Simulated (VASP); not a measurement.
Crystal: Ni.

```
Ni
1.0
     2.15318    0.00000    0.00000
    -1.07659    1.86471    0.00000
     0.00000    0.00000    2.06714
Ni
1
Direct
  0.00000 0.00000 0.00000
```

Base run:

| Item | Value |
| --- | --- |
| Program | VASP 6.6.1 |
| Functional | PBE |
| Potentials or basis | VASP PAW PBE potentials, release 64 (Ni) |
| Cutoff | 520 eV |
| k mesh | 18 × 18 × 17 |
| Occupations | fermi-dirac, width 0.1 eV |
| Spin | collinear spin, ferromagnetic start |
| Starting moments | [1.0] μB |

Its results: band gap on the k mesh zero (filled and empty bands overlap); pressure 134.2 GPa; net moment 0.00 μB per cell.

**Question.** The run is repeated on the same cell with these changes: potentials or basis from VASP PAW PBE potentials, release 64 (Ni) to VASP PAW PBE potentials, release 64 (Ni_sv_GW); cutoff from 520 eV to 590 eV; further incar settings from ALGO = Normal; EDIFF = 1e-06; NBANDS = 15 to ALGO = Normal; EDIFF = 1e-06; NBANDS = 19; valence electrons from 10 to 18. What comes out?

**Answer.** Band gap on the k mesh zero (filled and empty bands overlap); pressure 131.4 GPa; net moment 0.00 μB per cell.
